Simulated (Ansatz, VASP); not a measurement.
# Two plane-wave programs on Si

```
CELL_PARAMETERS angstrom
3.84753 0.00000 0.00000
-1.92376 3.33205 0.00000
0.00000 0.00000 18.44160
ATOMIC_POSITIONS crystal
Si 0.33333 0.66667 0.26954
Si 0.66667 0.33333 0.24401
Si 0.83333 0.66667 0.51197
Si 0.50000 0.00000 0.48644
```

Alike in both runs: task single point; functional PBE; dispersion D3(BJ); k mesh 9 × 9 × 1; occupations gaussian, width 0.1 eV; no spin polarisation.

|  | VASP | Ansatz |
| --- | --- | --- |
| version | VASP 6.6.1 | Ansatz 0.2.0 |
| potentials or method | VASP PAW PBE potentials, release 64 (Si), cutoff 520 eV | scalar-relativistic, plane waves, PAW |
| valence electrons in the cell | 16 | 16 |

```csv
,VASP,Ansatz,Ansatz less VASP
gap on the k mesh at the Fermi level (eV),0.35,0.35,0.000
least direct gap on the mesh (eV),0.35,0.35,0.000
rms of the force components (eV/Å),0.065,0.067,+0.0015
```

Atom by atom the forces differ by 0.003 eV/Å (rms over components).
